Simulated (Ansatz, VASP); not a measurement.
## One calculation of AlNi3, two programs

```
Al Ni
1.0
     2.61463    0.00000    0.00000
    -1.30731    2.26434    0.00000
     0.00000    0.00000    7.86479
Al Ni
1 3
Direct
  0.33333 0.66667 0.00000
  0.33333 0.66667 0.50000
  0.66667 0.33333 0.24456
  0.66667 0.33333 0.75544
```

Alike in both runs: functional PBE; k mesh 6 × 6 × 2; occupations gaussian, width 0.1 eV; collinear spin.

Ansatz relaxed the structure, and its values are those at the end. VASP's run is a single point on that final structure, the one shown.

|  | VASP | Ansatz |
| --- | --- | --- |
| version | VASP 6.6.1 | Ansatz 0.2.0 |
| potentials or method | VASP PAW PBE potentials, release 64 (Al, Ni), cutoff 520 eV | scalar-relativistic, plane waves, PAW |
| valence electrons in the cell | 33 | 57 |

Ansatz gave:

```
gap on the k mesh at the Fermi level (eV)                     : none
pressure (GPa)                                                : -0.1
rms of the force components (eV/Å)                            : 0.002
net moment per atom (μB)                                      : 0.07
size of the moment on the site where the two differ most (μB) : 0.21
```

Task: Estimate VASP's values.

Result: gap on the k mesh at the Fermi level (eV): none; pressure (GPa): 0.1; rms of the force components (eV/Å): 0.009; net moment per atom (μB): 0.09; size of the moment on the site where the two differ most (μB): 0.24.

Site moments also hang on the region over which each program counts them. A gap of «none» marks a metal or a gap that the smearing closes. VASP's potentials hold 33 valence electrons a cell and Ansatz's 57, so a difference there can come from the potentials and not from the codes. Ansatz's warnings: seeded moment not kept.

The k mesh is coarse, so the values compare programs but aren't converged.
